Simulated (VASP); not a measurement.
# BiTe (Fm-3m) in VASP: further runs

Runs on BiTe. Level: PBE. Tasks: single point, relaxation of cell and atoms.

Everything below comes from runs of VASP 6.6.1. Logs are shortened: lines on timing, memory, paths and dates and some standing lists are left out, and cuts for length are marked.

## (1) The cell of the first run

The structure is cubic, space group Fm-3m (No. 225). The conventional cell has a = 6.502 Å, b = 6.502 Å, c = 6.502 Å, α = 90.00°, β = 90.00°, γ = 90.00°. Within 4.3 Å of Bi (site symmetry m-3m) lie 6 Te at 3.25 Å. Te (site symmetry m-3m) has 6 Bi at 3.25 Å within 4.3 Å.

## (2) Single point, PBE

INCAR

```
  PREC = Accurate
  ENCUT = 520
  EDIFF = 1E-6
  ISMEAR = 0
  SIGMA = 0.1
  LREAL = F
  LASPH = T
  NELM = 100
  ALGO = Normal
  ISIF = 2
  LWAVE = F
  LCHARG = F
  GGA = PE
  NBANDS = 18
```

KPOINTS

```
Automatic mesh
0
Gamma
  9 9 9
```

POSCAR

```
BiTe
1.0
    4.5978826513      0.0000000000      0.0000000000
   -2.2989413256      3.9818831796      0.0000000000
    2.2989413256      1.3272943932      3.7541554643
Bi Te
1 1
Direct
    0.0000000000      0.5000000000      0.5000000000
    0.0000000000      0.0000000000      0.0000000000
```

Potentials or basis: VASP PAW PBE potentials, release 64 (Bi_d, Te).

The run is started by

```sh
$ cat potpaw_PBE.64/Bi_d/POTCAR potpaw_PBE.64/Te/POTCAR > POTCAR
$ mpirun -np 1 vasp_std > vasp.out
```

OUTCAR:

```text
PREC = Accurate
   ENCUT = 520
   EDIFF = 1E-6
   ISMEAR = 0
   LREAL = F
   LASPH = T
   NELM = 100
   ISIF = 2
   GGA = PE

 ion  position               nearest neighbor table
   1  0.000  0.500  0.500-   2 3.25   2 3.25   2 3.25   2 3.25   2 3.25   2 3.25
   2  0.000  0.000  0.000-   1 3.25   1 3.25   1 3.25   1 3.25   1 3.25   1 3.25

  LATTYP: Found a face centered cubic cell.
 ALAT       =     6.5023880037

  Lattice vectors:

 A1 = (  -4.5978826513,   0.0000000000,   0.0000000000)
 A2 = (  -2.2989413257,   1.3272943932,   3.7541554643)
 A3 = (  -2.2989413256,   3.9818831796,   0.0000000000)

Analysis of symmetry for initial positions (statically):
=====================================================================
 Subroutine PRICEL returns:
 Original cell was already a primitive cell.

 Routine SETGRP: Setting up the symmetry group for a
 face centered cubic supercell.

 Subroutine GETGRP returns: Found 48 space group operations
 (whereof 48 operations were pure point group operations)
 out of a pool of 48 trial point group operations.

The static configuration has the point symmetry O_h .

Analysis of symmetry for dynamics (positions and initial velocities):
=====================================================================
 Subroutine PRICEL returns:
 Original cell was already a primitive cell.

 Routine SETGRP: Setting up the symmetry group for a
 face centered cubic supercell.

 Subroutine GETGRP returns: Found 48 space group operations
 (whereof 48 operations were pure point group operations)
 out of a pool of 48 trial point group operations.

The dynamic configuration has the point symmetry O_h .

 Subroutine INISYM returns: Found 48 space group operations
 (whereof 48 operations are pure point group operations),
 and found     1 'primitive' translations

----------------------------------------------------------------------------------------

                                     Primitive cell

  volume of cell :      68.7319

  direct lattice vectors                    reciprocal lattice vectors
     4.597882651  0.000000000  0.000000000     0.217491414  0.125568727 -0.177580996
    -2.298941326  3.981883180  0.000000000     0.000000000  0.251137453 -0.088790498
     2.298941326  1.327294393  3.754155464     0.000000000  0.000000000  0.266371494

  length of vectors
     4.597882651  4.597882651  4.597882651     0.307579308  0.266371494  0.266371494

  position of ions in fractional coordinates (direct lattice)
     0.000000000  0.500000000  0.500000000
     0.000000000  0.000000000  0.000000000

  ion indices of the primitive-cell ions
   primitive index   ion index
                 1           1
                 2           2

----------------------------------------------------------------------------------------

 KPOINTS: Automatic mesh

Automatic generation of k-mesh.
 Grid dimensions read from file:
 generate k-points for:    9    9    9

 Generating k-lattice:

  Cartesian coordinates                     Fractional coordinates (reciprocal lattice)
     0.024165713  0.013952081 -0.019731222     0.111111111  0.000000000  0.000000000
     0.000000000  0.027904161 -0.009865611     0.000000000  0.111111111  0.000000000
     0.000000000  0.000000000  0.029596833     0.000000000  0.000000000  0.111111111

  Length of vectors
     0.034175479  0.029596833  0.029596833

  Shift w.r.t. Gamma in fractional coordinates (k-lattice)
     0.000000000  0.000000000  0.000000000

 Subroutine IBZKPT returns following result:
 ===========================================

 Found     35 irreducible k-points:

 Following reciprocal coordinates:
            Coordinates               Weight
  0.000000  0.000000  0.000000      1.000000
  0.111111  0.000000  0.000000      6.000000
  0.222222  0.000000  0.000000      6.000000
  0.333333  0.000000  0.000000      6.000000
  0.444444  0.000000  0.000000      6.000000
  0.000000  0.111111 -0.000000      8.000000
[... 16 lines left out ...]
  0.222222  0.444444 -0.000000     24.000000
 -0.333333  0.444444 -0.000000     24.000000
 [... further k-points ...]
   k-points           NKPTS =     35   k-points in BZ     NKDIM =     35   number of bands    NBANDS=     18
   number of dos      NEDOS =    301   number of ions     NIONS =      2
   total plane-waves  NPLWV =  46656
   dimension x,y,z NGX =    36 NGY =   36 NGZ =   36
   dimension x,y,z NGXF=    72 NGYF=   72 NGZF=   72
   ions per type =               1   1
   NGX,Y,Z   is equivalent  to a cutoff of  13.02, 13.02, 13.02 a.u.
   NGXF,Y,Z  is equivalent  to a cutoff of  26.03, 26.03, 26.03 a.u.
 SYSTEM =  unknown system
   PREC   = accura    normal or accurate (medium, high low for compatibility)
   ISTART =      0    job   : 0-new  1-cont  2-samecut
   ICHARG =      2    charge: 1-file 2-atom 10-const
   ISPIN  =      1    spin polarized calculation?
   LNONCOLLINEAR =      F non collinear calculations
   LSORBIT =      F    spin-orbit coupling
   LASPH  =      T    aspherical Exc in radial PAW
   ENCUT  =  520.0 eV  38.22 Ry    6.18 a.u.   8.55  8.55  8.55*2*pi/ulx,y,z
   NELM   =    100;   NELMIN=  2; NELMDL= -5     # of ELM steps
   EDIFF  = 0.1E-05   stopping-criterion for ELM
   LREAL  =      F    real-space projection
[... 7 lines left out ...]
   TEBEG  =    0.0;   TEEND  =   0.0 temperature during run
   PSTRESS=    0.0 pullay stress
   NELECT =      21.0000    total number of electrons
   NUPDOWN=      -1.0000    fix difference up-down
   EMIN   =  10.00;   EMAX   =-10.00  energy-range for DOS
   EFERMI =   0.00;   METHOD = LEGACY
   ISMEAR =     0;   SIGMA  =   0.10  broadening in eV -4-tet -1-fermi 0-gaus
   EFERMI_NEDOS =   21; number of points for ismear=-14 and -15
   IALGO  =     38    algorithm
   IMIX   =      4    mixing-type and parameters
     AMIX     =   0.40;   BMIX     =  1.00
     AMIX_MAG =   1.60;   BMIX_MAG =  1.00
  volume/ion in A,a.u.               =      34.37       231.91
  Fermi-wavevector in a.u.,A,eV,Ry     =   1.102626  2.083662 16.541758  1.215785
  Thomas-Fermi vector in A             =   2.239072
   LORBIT       =      0    0 simple, 1 ext, 2 COOP (PROOUT), +10 PAW based schemes
   GGA     = PE    functional components
   LHFCALC =     F    Hartree Fock is set to
   AEXX    =    0.0000 exact exchange contribution
   IVDW    =     0    specifies the selected vdW correction
   LEPSILON=     F    determine dielectric tensor
   LRPA    =     F    only Hartree local field effects (RPA)
 non-spin polarized calculation
 Gauss-broadening in eV      SIGMA  =   0.10
  energy-cutoff  :      520.00
  volume of cell :       68.73
 maximum number of plane-waves:      1868
 NGX is ok and might be reduce to    36
   NGX = 17   NGY = 17   NGZ = 17

 number of electron      20.9999996 magnetization

 Free energy of the ion-electron system (eV)
  ---------------------------------------------------
  ext. energy  EPLUGINS =         0.00000000
  ---------------------------------------------------
  free energy    TOTEN  =        -7.17224620 eV

  energy without entropy =       -7.16374888  energy(sigma->0) =       -7.16799754

 E-fermi :   6.4394     XC(G=0):  -9.3679

 val. band max:        6.4242517328   @ k =   0.3333   0.3333   0.1111
 cond. band min:       6.5209839590   @ k =   0.0000   0.3333  -0.0000
 fundamental gap:      0.0967322262
 Fermi energy:         6.4394147150

 k-point     1 :       0.0000    0.0000    0.0000
  band No.  band energies     occupation
      1     -16.6710      2.00000
      2     -16.6710      2.00000
      3     -16.6687      2.00000
      4     -16.6687      2.00000
      5     -16.6687      2.00000
      6      -6.9519      2.00000
[... 10 lines left out ...]
     17      12.5135      0.00000
     18      13.0722      0.00000

 k-point     2 :       0.1111    0.0000    0.0000
  band No.  band energies     occupation
      1     -16.6723      2.00000
      2     -16.6705      2.00000
      3     -16.6691      2.00000
      4     -16.6676      2.00000
      5     -16.6676      2.00000
      6      -6.8088      2.00000
[... 10 lines left out ...]
     17      12.8363      0.00000
     18      13.2316      0.00000

 k-point     3 :       0.2222    0.0000    0.0000
  band No.  band energies     occupation
      1     -16.6759      2.00000
      2     -16.6700      2.00000
      3     -16.6692      2.00000
      4     -16.6648      2.00000
      5     -16.6648      2.00000
      6      -6.4007      2.00000
[... 10 lines left out ...]
     17      13.2937      0.00000
     18      13.6183      0.00000

 k-point     4 :       0.3333    0.0000    0.0000
  band No.  band energies     occupation
      1     -16.6804      2.00000
      2     -16.6711      2.00000
      3     -16.6678      2.00000
      4     -16.6615      2.00000
      5     -16.6615      2.00000
      6      -5.8189      2.00000
[... 10 lines left out ...]
     17      15.1319      0.00000
     18      15.1319      0.00000

 k-point     5 :       0.4444    0.0000    0.0000
  band No.  band energies     occupation
      1     -16.6835      2.00000
      2     -16.6718      2.00000
      3     -16.6669      2.00000
      4     -16.6593      2.00000
      5     -16.6593      2.00000
      6      -5.3220      2.00000
[... 10 lines left out ...]
     17      16.7164      0.00000
     18      16.8980      0.00000

 k-point     6 :       0.0000    0.1111   -0.0000
  band No.  band energies     occupation
      1     -16.6714      2.00000
      2     -16.6714      2.00000
      3     -16.6685      2.00000
      4     -16.6681      2.00000
      5     -16.6681      2.00000
      6      -6.8438      2.00000
[... 10 lines left out ...]
     17      13.2382      0.00000
     18      13.7170      0.00000

 k-point     7 :       0.1111    0.1111    0.0000
  band No.  band energies     occupation
      1     -16.6738      2.00000
      2     -16.6708      2.00000
      3     -16.6690      2.00000
      4     -16.6663      2.00000
      5     -16.6658      2.00000
      6      -6.5628      2.00000
[... 10 lines left out ...]
     17      13.6671      0.00000
     18      13.9771      0.00000

 k-point     8 :       0.2222    0.1111    0.0000
  band No.  band energies     occupation
      1     -16.6778      2.00000
      2     -16.6700      2.00000
      3     -16.6694      2.00000
      4     -16.6633      2.00000
      5     -16.6628      2.00000
      6      -6.0494      2.00000
[... 10 lines left out ...]
     17      14.2729      0.00000
     18      14.5064      0.00000
[... 229 lines left out ...]
     17      15.4086      0.00000
     18      18.2704      0.00000

 k-point    20 :      -0.2222    0.3333   -0.0000
  band No.  band energies     occupation
      1     -16.6737      2.00000
      2     -16.6729      2.00000
      3     -16.6677      2.00000
      4     -16.6658      2.00000
      5     -16.6643      2.00000
      6      -6.2826      2.00000
[... 10 lines left out ...]
     17      14.0603      0.00000
     18      16.1455      0.00000

 k-point    21 :       0.0000    0.4444   -0.0000
  band No.  band energies     occupation
      1     -16.6752      2.00000
      2     -16.6752      2.00000
      3     -16.6670      2.00000
      4     -16.6623      2.00000
      5     -16.6623      2.00000
      6      -5.3202      2.00000
[... 10 lines left out ...]
     17      14.8081      0.00000
     18      16.1346      0.00000

 k-point    22 :       0.1111    0.4444    0.0000
  band No.  band energies     occupation
      1     -16.6758      2.00000
      2     -16.6746      2.00000
      3     -16.6665      2.00000
      4     -16.6626      2.00000
      5     -16.6621      2.00000
      6      -5.0409      2.00000
[... 10 lines left out ...]
     17      15.4776      0.00000
     18      16.5084      0.00000

 k-point    23 :       0.2222    0.4444   -0.0000
  band No.  band energies     occupation
      1     -16.6763      2.00000
      2     -16.6733      2.00000
      3     -16.6654      2.00000
      4     -16.6637      2.00000
      5     -16.6627      2.00000
      6      -5.2696      2.00000
[... 10 lines left out ...]
     17      15.1824      0.00000
     18      16.8284      0.00000

 k-point    24 :      -0.3333    0.4444   -0.0000
  band No.  band energies     occupation
      1     -16.6746      2.00000
      2     -16.6746      2.00000
      3     -16.6668      2.00000
      4     -16.6636      2.00000
      5     -16.6629      2.00000
      6      -5.7130      2.00000
[... 10 lines left out ...]
     17      14.9590      0.00000
     18      15.8876      0.00000

 [... further k-points ...]
[... 5 lines left out ...]
  --------------------------------------------------------------------------------------
  -------------------------------------------------------------------------------------
  Total       -0.0291951     -0.0291951     -0.0291951     -0.0000000      0.0000000      0.0000000
  in kB       -0.6805524     -0.6805524     -0.6805524     -0.0000000      0.0000000      0.0000000
  external PRESSURE =      -0.6805524 kB  Pullay stress =       0.0000000 kB

 VOLUME and BASIS-vectors are now :
 -----------------------------------------------------------------------------
  energy-cutoff  :      520.00
  volume of cell :       68.73
      direct lattice vectors                 reciprocal lattice vectors
     4.597882651  0.000000000  0.000000000     0.217491414  0.125568727 -0.177580996
    -2.298941326  3.981883180  0.000000000     0.000000000  0.251137453 -0.088790498
     2.298941326  1.327294393  3.754155464     0.000000000  0.000000000  0.266371494

 POSITION                                       TOTAL-FORCE (eV/Angst)
 -----------------------------------------------------------------------------------
      0.00000      2.65459      1.87708        -0.000000     -0.000000      0.000000
      0.00000      0.00000      0.00000         0.000000      0.000000      0.000000
 -----------------------------------------------------------------------------------
    total drift:                                0.000000      0.000000      0.000000

  FREE ENERGIE OF THE ION-ELECTRON SYSTEM (eV)
  ---------------------------------------------------
  free  energy   TOTEN  =        -7.1722462015 eV

  energy  without entropy=       -7.1637488792  energy(sigma->0) =       -7.16799754
```

It took 28 s on 1 thread of Intel Xeon 6975P-C, shared host; peak memory 0.22 GiB.

What came out:

- Free energy: -7.1722 eV
- Pressure: -0.1 GPa

Caveat: spin-orbit coupling is left out, which moves the levels of the heavy elements.

(Part 1 of 2 ends here.)
